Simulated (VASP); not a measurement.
Input of a VASP 6.6.1 run:

File INCAR:

```
SYSTEM = HgSb
PREC     = Accurate       ! precision mode
ENCUT    = 520            ! plane-wave cutoff, eV
EDIFF    = 1E-6           ! SCF threshold, eV
ISMEAR   = -1             ! smearing method
SIGMA    = 0.15           ! smearing width, eV
LREAL    = .FALSE.        ! projectors in reciprocal space
LASPH    = .TRUE.         ! aspherical terms in the spheres
NELM     = 100            ! most SCF steps
ALGO     = Normal         ! electronic algorithm
ISIF     = 2              ! what is computed and relaxed
LWAVE    = .FALSE.        ! write WAVECAR
LCHARG   = .FALSE.        ! write CHGCAR
GGA      = PE             ! functional
NBANDS   = 16             ! bands
```

Contents of KPOINTS:

```
Automatic mesh
0
G
  12 12 12
  0 0 0
```

The input POSCAR:

```
HgSb
1.0
    3.7499237665      0.0000000000      0.0000000000
    0.0000000000      3.7499237665      0.0000000000
    0.0000000000      0.0000000000      3.7499237665
Hg Sb
1 1
Direct
    0.0000000000      0.0000000000      0.0000000000
    0.5000000000      0.5000000000      0.5000000000
```

Potentials or basis: VASP PAW PBE potentials, release 64 (Hg, Sb).

Command:

```bash
$ cat potpaw_PBE.64/Hg/POTCAR potpaw_PBE.64/Sb/POTCAR > POTCAR
$ mpirun -np 1 vasp_std > vasp.out
```

(1) Estimate the pressure.

Results:

(1) 0.0 GPa.
